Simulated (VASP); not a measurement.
# AlN (P6_3mc) in VASP: notebook

Runs on AlN. Level: LDA. Tasks: relaxation of the atoms.

Program: VASP 6.6.1. These are calculated values, not measurements. Logs are shortened: lines on timing, memory, paths and dates and some standing lists are left out, and cuts for length are marked.

## 1. The cell of the first run

Symmetry: P6_3mc, No. 186, hexagonal system. The conventional cell has a = 2.996 Å, b = 2.996 Å, c = 4.944 Å, α = 90.00°, β = 90.00°, γ = 120.00°. Within 2.4 Å of Al (site symmetry 3m) lie 4 N at 1.83 to 1.89 Å. Within 2.4 Å of N (site symmetry 3m) lie 4 Al at 1.83 to 1.89 Å.

## 2. Relaxation of the atoms, LDA

Contents of INCAR:

```
  PREC = Accurate
  ENCUT = 520
  EDIFF = 1E-6
  ISMEAR = 0
  SIGMA = 0.05
  LREAL = False
  LASPH = True
  NELM = 100
  ALGO = Normal
  ISIF = 2
  LWAVE = False
  LCHARG = False
  IBRION = 2
  NSW = 50
  EDIFFG = -0.01
```

Contents of KPOINTS:

```
regular mesh
0
Gamma
  9 9 6
```

Contents of POSCAR:

```
AlN
1.0
    2.9960000000      0.0000000000      0.0000000000
   -1.4980000000      2.5946121098      0.0000000000
    0.0000000000      0.0000000000      4.9435842660
Al N
2 2
Direct
    0.3333333333      0.6666666667      0.0015210172
    0.6666666667      0.3333333333      0.5015210172
    0.3333333333      0.6666666667      0.3834789828
    0.6666666667      0.3333333333      0.8834789828
```

Potentials or basis: VASP PAW LDA potentials, release 64 (Al, N).

The run is started by

```
> cat potpaw_LDA.64/Al/POTCAR potpaw_LDA.64/N/POTCAR > POTCAR
> mpirun -np 1 vasp_std > vasp.out
```

OUTCAR:

```text
PREC = Accurate
   ENCUT = 520
   EDIFF = 1E-6
   ISMEAR = 0
   LREAL = False
   LASPH = True
   NELM = 100
   ISIF = 2
   IBRION = 2
   NSW = 50
   EDIFFG = -0.01

 ion  position               nearest neighbor table
   1  0.333  0.667  0.002-   4 1.83   4 1.83   4 1.83   3 1.89   2 3.02   2 3.02   2 3.02   2 3.02
                             2 3.02   2 3.02
   2  0.667  0.333  0.502-   3 1.83   3 1.83   3 1.83   4 1.89   1 3.02   1 3.02   1 3.02   1 3.02
                             1 3.02   1 3.02
   3  0.333  0.667  0.383-   2 1.83   2 1.83   2 1.83   1 1.89
   4  0.667  0.333  0.883-   1 1.83   1 1.83   1 1.83   2 1.89

  LATTYP: Found a hexagonal cell.
 ALAT       =     2.9960000000
 C/A-ratio  =     1.6500615040

  Lattice vectors:

 A1 = (   2.9960000000,   0.0000000000,   0.0000000000)
 A2 = (  -1.4980000000,   2.5946121098,   0.0000000000)
 A3 = (   0.0000000000,   0.0000000000,   4.9435842660)

Analysis of symmetry for initial positions (statically):
=====================================================================
 Subroutine PRICEL returns:
 Original cell was already a primitive cell.

 Routine SETGRP: Setting up the symmetry group for a
 hexagonal supercell.

 Subroutine GETGRP returns: Found 12 space group operations
 (whereof  6 operations were pure point group operations)
 out of a pool of 24 trial point group operations.

The static configuration has the point symmetry C_3v.
 The point group associated with its full space group is C_6v.

Analysis of symmetry for dynamics (positions and initial velocities):
=====================================================================
 Subroutine PRICEL returns:
 Original cell was already a primitive cell.

 Routine SETGRP: Setting up the symmetry group for a
 hexagonal supercell.

 Subroutine GETGRP returns: Found 12 space group operations
 (whereof  6 operations were pure point group operations)
 out of a pool of 24 trial point group operations.

The dynamic configuration has the point symmetry C_3v.
 The point group associated with its full space group is C_6v.

 Subroutine INISYM returns: Found 12 space group operations
 (whereof  6 operations are pure point group operations),
 and found     1 'primitive' translations

----------------------------------------------------------------------------------------

                                     Primitive cell
[... 109 lines left out ...]
   EFERMI =   0.00;   METHOD = LEGACY
   ISMEAR =     0;   SIGMA  =   0.05  broadening in eV -4-tet -1-fermi 0-gaus
   EFERMI_NEDOS =   21; number of points for ismear=-14 and -15
   IALGO  =     38    algorithm
   IMIX   =      4    mixing-type and parameters
     AMIX     =   0.40;   BMIX     =  1.00
     AMIX_MAG =   1.60;   BMIX_MAG =  1.00
  volume/ion in A,a.u.               =       9.61        64.83
  Fermi-wavevector in a.u.,A,eV,Ry     =   1.222445  2.310087 20.332172  1.494372
  Thomas-Fermi vector in A             =   2.357592
   LORBIT       =      0    0 simple, 1 ext, 2 COOP (PROOUT), +10 PAW based schemes
   GGA     = CA    functional components
   LHFCALC =     F    Hartree Fock is set to
   AEXX    =    0.0000 exact exchange contribution
   IVDW    =     0    specifies the selected vdW correction
   LEPSILON=     F    determine dielectric tensor
   LRPA    =     F    only Hartree local field effects (RPA)
 conjugate gradient relaxation of ions
 non-spin polarized calculation
 Gauss-broadening in eV      SIGMA  =   0.05
  energy-cutoff  :      520.00
  volume of cell :       38.43
 maximum number of plane-waves:      1056
 NGX is ok and might be reduce to    24
   NGX = 11   NGY = 11   NGZ = 19

--------------------------------------- Ionic step        1  -------------------------------------------

 number of electron      15.9999998 magnetization

 Free energy of the ion-electron system (eV)
  ---------------------------------------------------
  ext. energy  EPLUGINS =         0.00000000
  ---------------------------------------------------
  free energy    TOTEN  =       -32.68226564 eV

  energy without entropy =      -32.68226564  energy(sigma->0) =      -32.68226564

------------------------ aborting loop because EDIFF is reached ----------------------------------------

  FORCE on cell =-STRESS in cart. coord.  units (eV):
  Direction    XX          YY          ZZ          XY          YZ          ZX
  --------------------------------------------------------------------------------------
  -------------------------------------------------------------------------------------
  Total        5.1250003      5.1250003      1.2433683      0.0000000     -0.0000000     -0.0000000
  in kB      213.6723310    213.6723310     51.8387091      0.0000000     -0.0000000     -0.0000000
  external PRESSURE =     159.7277903 kB  Pullay stress =       0.0000000 kB
[... 63 lines left out ...]
--------------------------------------- Ionic step        3  -------------------------------------------

 number of electron      15.9999998 magnetization

 Free energy of the ion-electron system (eV)
  ---------------------------------------------------
  ext. energy  EPLUGINS =         0.00000000
  ---------------------------------------------------
  free energy    TOTEN  =       -32.69570586 eV

  energy without entropy =      -32.69570586  energy(sigma->0) =      -32.69570586

 E-fermi :   6.7959     XC(G=0): -11.6143

 val. band max:        6.5781492047   @ k =   0.0000   0.0000   0.0000
 cond. band min:      11.4539104122   @ k =   0.3333   0.3333   0.0000
 fundamental gap:      4.8757612075
 Fermi energy:         6.7959172937

 k-point     1 :       0.0000    0.0000    0.0000
  band No.  band energies     occupation
      1      -8.8245      2.00000
      2      -6.4701      2.00000
      3       0.1656      2.00000
      4       5.9916      2.00000
      5       5.9916      2.00000
      6       6.5090      2.00000
      7       6.5781      2.00000
      8       6.5781      2.00000
      9      11.6539      0.00000
     10      14.2967      0.00000
     11      17.6590      0.00000
     12      18.5847      0.00000
[... 331 lines left out ...]
 k-point    24 :       0.3333    0.3333    0.1667
  band No.  band energies     occupation
      1      -5.8692      2.00000
      2      -5.8692      2.00000
      3       1.6476      2.00000
      4       2.3748      2.00000
      5       2.3748      2.00000
      6       3.7028      2.00000
      7       4.6728      2.00000
      8       4.6728      2.00000
      9      11.8813      0.00000
     10      15.2985      0.00000
     11      16.1462      0.00000
     12      16.1462      0.00000

 [... further k-points ...]
[... 5 lines left out ...]
  --------------------------------------------------------------------------------------
  -------------------------------------------------------------------------------------
  Total        4.6278664      4.6278664      2.0655551      0.0000000      0.0000000      0.0000000
  in kB      192.9457459    192.9457460     86.1174508      0.0000000      0.0000000      0.0000000
  external PRESSURE =     157.3363142 kB  Pullay stress =       0.0000000 kB
[... 19 lines left out ...]
  FREE ENERGIE OF THE ION-ELECTRON SYSTEM (eV)
  ---------------------------------------------------
  free  energy   TOTEN  =       -32.6957058564 eV

  energy  without entropy=      -32.6957058564  energy(sigma->0) =      -32.69570586

 reached required accuracy - stopping structural energy minimisation
```

OSZICAR:

```text
N       E                     dE             d eps       ncg     rms          rms(c)
DAV:   1     0.482242389172E+02    0.48224E+02   -0.77629E+03  1152   0.120E+03
DAV:   2    -0.346917371424E+02   -0.82916E+02   -0.76168E+02  1708   0.218E+02
DAV:   3    -0.381230708410E+02   -0.34313E+01   -0.34147E+01  1504   0.476E+01
[... 21 lines left out ...]
DAV:   1    -0.326957099384E+02   -0.27895E-02   -0.37381E-01  1152   0.565E+00    0.109E-01
DAV:   2    -0.326958999551E+02   -0.19002E-03   -0.54379E-03  1380   0.645E-01    0.698E-02
DAV:   3    -0.326957067326E+02    0.19322E-03   -0.25726E-04  1320   0.186E-01    0.202E-02
DAV:   4    -0.326957063012E+02    0.43139E-06   -0.13317E-04  1312   0.958E-02    0.111E-02
DAV:   5    -0.326957058564E+02    0.44480E-06   -0.41734E-06  1096   0.192E-02
   3 F= -.32695706E+02 E0= -.32695706E+02  d E =-.134402E-01
```

CONTCAR:

```text
AlN
   1.00000000000000
     2.9960000000000000    0.0000000000000000    0.0000000000000000
    -1.4980000000000000    2.5946121097999999    0.0000000000000000
     0.0000000000000000    0.0000000000000000    4.9435842660000002
  Al              N
     2     2
Direct
     0.3333333332999970    0.6666666667000030    0.0045164590950128
     0.6666666667000030    0.3333333332999970    0.5045164590950129
     0.3333333332999970    0.6666666667000030    0.3804835409049853
     0.6666666667000030    0.3333333332999970    0.8804835409049852

  0.00000000E+00  0.00000000E+00  0.00000000E+00
  0.00000000E+00  0.00000000E+00  0.00000000E+00
  0.00000000E+00  0.00000000E+00  0.00000000E+00
  0.00000000E+00  0.00000000E+00  0.00000000E+00
```

Wall time 13 s (1 thread of Intel Xeon 6975P-C (Granite Rapids), shared host); peak memory 0.14 GiB.

What came out:

```yaml
Free_energy: -32.6957 eV
Energy_gained_by_relaxing: 3.4 meV/atom
Ionic_steps: 3
Pressure_after_relaxing: 15.7 GPa
Band_gap_on_the_k_mesh: 4.88 eV, indirect (least direct gap 5.08 eV)
```

Stress tensor (GPa, compression positive):
```
19.29  0.00  0.00
 0.00 19.29  0.00
 0.00  0.00  8.61
```

Step by step:
| step | energy change (eV) | largest force (eV/Å) | pressure (GPa) |
| --- | --- | --- | --- |
| 1 | 0.0000 | 0.4416 | 15.97 |
| 2 | -0.0107 | 0.2169 | 15.70 |
| 3 | -0.0134 | 0.0006 | 15.73 |

Final structure:
```
Al N
1.0
     2.99600    0.00000    0.00000
    -1.49800    2.59461    0.00000
     0.00000    0.00000    4.94358
Al N
2 2
Direct
  0.33333 0.66667 0.00452
  0.66667 0.33333 0.50452
  0.33333 0.66667 0.38048
  0.66667 0.33333 0.88048
```

## 3. Relaxation of the atoms, LDA

This run uses another cell than the first one, of 11.67 Å³/atom, 1.214 times its volume.

Contents of INCAR:

```
PREC = Accurate ; ENCUT = 520
EDIFF = 1E-7 ; ISMEAR = 0
SIGMA = 0.05 ; LREAL = False
LASPH = True ; NELM = 80
ALGO = Normal ; ISIF = 2
LWAVE = False ; LCHARG = False
GGA = CA ; IBRION = 2
NSW = 50 ; EDIFFG = -0.01
```

Contents of KPOINTS:

```
Automatic mesh
0
Gamma
  9 9 6
```

Contents of POSCAR:

```
AlN
1.0
    3.1195000000      0.0000000000      0.0000000000
   -1.5597500000      2.7015662471      0.0000000000
    0.0000000000      0.0000000000      5.5368000000
Al N
2 2
Direct
    0.3333333333      0.6666666667      0.0015210172
    0.6666666667      0.3333333333      0.5015210172
    0.3333333333      0.6666666667      0.3834789828
    0.6666666667      0.3333333333      0.8834789828
```

Potentials or basis: VASP PAW LDA potentials, release 64 (Al, N).

The run is started by

```
> cat potpaw_LDA.64/Al/POTCAR potpaw_LDA.64/N/POTCAR > POTCAR
> mpirun -np 1 vasp_std > vasp.out
```

Run time: 2 min. Hardware: 1 thread of AMD EPYC 7R13, shared host; peak memory 0.12 GiB.

Results (log left out):

| Property | Result |
| --- | --- |
| Free energy | -32.1738 eV |
| Energy gained by relaxing | 1.8 meV/atom |
| Ionic steps | 3 |
| Pressure after relaxing | -19.5 GPa |
| Band gap on the k mesh | 2.97 eV, direct |

Forces in eV/Å, atoms in the order of the input:
```
Al   0.000  0.000 -0.002
Al   0.000  0.000 -0.002
N    0.000  0.000  0.002
N    0.000  0.000  0.002
```

Stress tensor (GPa, compression positive):
```
-10.59   0.00   0.00
  0.00 -10.59   0.00
  0.00   0.00 -37.45
```

The path:
```
step  energy change (eV)  largest force (eV/Å)  pressure (GPa)
   1              0.0000                0.2093          -18.65
   2             -0.0061                0.0902          -19.18
   3             -0.0074                0.0025          -19.54
```

Final structure:
```
Al N
1.0
     3.11950    0.00000    0.00000
    -1.55975    2.70157    0.00000
     0.00000    0.00000    5.53680
Al N
2 2
Direct
  0.33333 0.66667 0.00466
  0.66667 0.33333 0.50466
  0.33333 0.66667 0.38034
  0.66667 0.33333 0.88034
```

Levels at points of the mesh, in eV from the valence-band top:
```csv
k point,band 4,band 5,band 6,band 7,band 8,band 9,band 10,band 11,band 12
"(0.00, 0.00, 0.00)",-0.43,-0.39,-0.39,0.00,0.00,2.97,6.56,9.01,10.37
"(0.00, 0.00, 0.50)",-3.61,-0.20,-0.20,-0.20,-0.20,5.70,5.70,8.92,8.92
```

## 4. Relaxation of the atoms, LDA

This run uses another cell than the first one, of 11.70 Å³/atom, 1.218 times its volume.

Contents of INCAR:

```
SYSTEM = AlN
  ALGO = Normal
  EDIFF = 1E-6
  EDIFFG = -0.01
  ENCUT = 520
  IBRION = 2
  ISIF = 2
  ISMEAR = 0
  LASPH = .TRUE.
  LCHARG = .FALSE.
  LREAL = .FALSE.
  LWAVE = .FALSE.
  NELM = 100
  NSW = 50
  PREC = Accurate
  SIGMA = 0.05
```

Contents of KPOINTS:

```
k-points
0
G
  9 9 6
  0 0 0
```

Contents of POSCAR:

```
AlN
1.0
    3.1813000000      0.0000000000      0.0000000000
   -1.5906500000      2.7550866171      0.0000000000
    0.0000000000      0.0000000000      5.3391000000
Al N
2 2
Direct
    0.3333333333      0.6666666667      0.0015210172
    0.6666666667      0.3333333333      0.5015210172
    0.3333333333      0.6666666667      0.3834789828
    0.6666666667      0.3333333333      0.8834789828
```

Potentials or basis: VASP PAW LDA potentials, release 64 (Al, N).

The run is started by

```
> cat potpaw_LDA.64/Al/POTCAR potpaw_LDA.64/N/POTCAR > POTCAR
> mpirun -np 1 vasp_std > vasp.out
```

OUTCAR:

```text
SYSTEM = AlN
   EDIFF = 1E-6
   EDIFFG = -0.01
   ENCUT = 520
   IBRION = 2
   ISIF = 2
   ISMEAR = 0
   LASPH = .TRUE.
   LREAL = .FALSE.
   NELM = 100
   NSW = 50
   PREC = Accurate

 ion  position               nearest neighbor table
   1  0.333  0.667  0.002-   4 1.94   4 1.94   4 1.94   3 2.04   2 3.24   2 3.24   2 3.24   2 3.24
                             2 3.24   2 3.24
   2  0.667  0.333  0.502-   3 1.94   3 1.94   3 1.94   4 2.04   1 3.24   1 3.24   1 3.24   1 3.24
                             1 3.24   1 3.24
   3  0.333  0.667  0.383-   2 1.94   2 1.94   2 1.94   1 2.04
   4  0.667  0.333  0.883-   1 1.94   1 1.94   1 1.94   2 2.04

  LATTYP: Found a hexagonal cell.
 ALAT       =     3.1813000000
 C/A-ratio  =     1.6782761764

  Lattice vectors:

 A1 = (   3.1813000000,   0.0000000000,   0.0000000000)
 A2 = (  -1.5906500000,   2.7550866171,   0.0000000000)
 A3 = (   0.0000000000,   0.0000000000,   5.3391000000)
[... 274 lines left out ...]
 Fermi energy:         4.9523880029

 k-point     1 :       0.0000    0.0000    0.0000
  band No.  band energies     occupation
      1      -9.5255      2.00000
      2      -7.8158      2.00000
      3      -0.8561      2.00000
      4       4.2275      2.00000
      5       4.2275      2.00000
      6       4.6303      2.00000
      7       4.7386      2.00000
      8       4.7386      2.00000
      9       8.0212      0.00000
     10      10.8534      0.00000
     11      14.1456      0.00000
     12      15.3979      0.00000
[... 331 lines left out ...]
 k-point    24 :       0.3333    0.3333    0.1667
  band No.  band energies     occupation
      1      -7.2774      2.00000
      2      -7.2774      2.00000
      3       0.6202      2.00000
      4       0.8750      2.00000
      5       0.8750      2.00000
      6       2.2745      2.00000
      7       3.0105      2.00000
      8       3.0105      2.00000
      9       9.7920      0.00000
     10      12.5484      0.00000
     11      12.9649      0.00000
     12      12.9649      0.00000

 [... further k-points ...]
[... 5 lines left out ...]
  --------------------------------------------------------------------------------------
  -------------------------------------------------------------------------------------
  Total       -5.1399780     -5.1399780     -8.3431318      0.0000000      0.0000000      0.0000000
  in kB     -175.9802404   -175.9802404   -285.6483679      0.0000000      0.0000000      0.0000000
  external PRESSURE =    -212.5362829 kB  Pullay stress =       0.0000000 kB
[... 19 lines left out ...]
  FREE ENERGIE OF THE ION-ELECTRON SYSTEM (eV)
  ---------------------------------------------------
  free  energy   TOTEN  =       -32.3623598454 eV

  energy  without entropy=      -32.3623598454  energy(sigma->0) =      -32.36235985

 reached required accuracy - stopping structural energy minimisation
```

It took 88 s on 1 thread of AMD EPYC 7R13, shared host; peak memory 0.12 GiB.

What came out:

| Property | Result |
| --- | --- |
| Free energy | -32.3624 eV |
| Energy gained by relaxing | 1.4 meV/atom |
| Ionic steps | 3 |
| Pressure after relaxing | -21.3 GPa |
| Band gap on the k mesh | 3.28 eV, direct |

Forces on the atoms (eV/Å):
```
Al   0.000  0.000  0.003
Al   0.000  0.000  0.003
N    0.000  0.000 -0.003
N    0.000  0.000 -0.003
```

The path:
```csv
step,energy change (eV),largest force (eV/Å),pressure (GPa)
1,0.0000,0.2015,-21.00
2,-0.0051,0.0588,-21.19
3,-0.0056,0.0028,-21.25
```

Final structure:
```
Al N
1.0
     3.18130    0.00000    0.00000
    -1.59065    2.75509    0.00000
     0.00000    0.00000    5.33910
Al N
2 2
Direct
  0.33333 0.66667 0.00402
  0.66667 0.33333 0.50402
  0.33333 0.66667 0.38098
  0.66667 0.33333 0.88098
```

Expect the measured gap to be larger: semilocal functionals such as LDA lack the derivative discontinuity.

## 5. The runs side by side

| cell | gap on the mesh (eV) | pressure (GPa) |
| --- | --- | --- |
| atoms relaxed from a = 2.996, b = 2.996, c = 4.944 Å, angles 90.0, 90.0, 120.0°, 4 atoms | 4.88 | 15.7 |
| atoms relaxed from a = 3.119, b = 3.119, c = 5.537 Å, angles 90.0, 90.0, 120.0°, 4 atoms | 2.97 | -19.5 |
| atoms relaxed from a = 3.181, b = 3.181, c = 5.339 Å, angles 90.0, 90.0, 120.0°, 4 atoms | 3.28 | -21.3 |

Alike in all rows: task relaxation of the atoms; level LDA; potentials or basis VASP PAW LDA potentials, release 64 (Al, N); no spin polarisation; k mesh 9 × 9 × 6; cutoff (eV) 520; smearing gaussian 0.05 eV.

Total energies depend on the potentials used, so only differences within one code and one set of settings carry meaning.
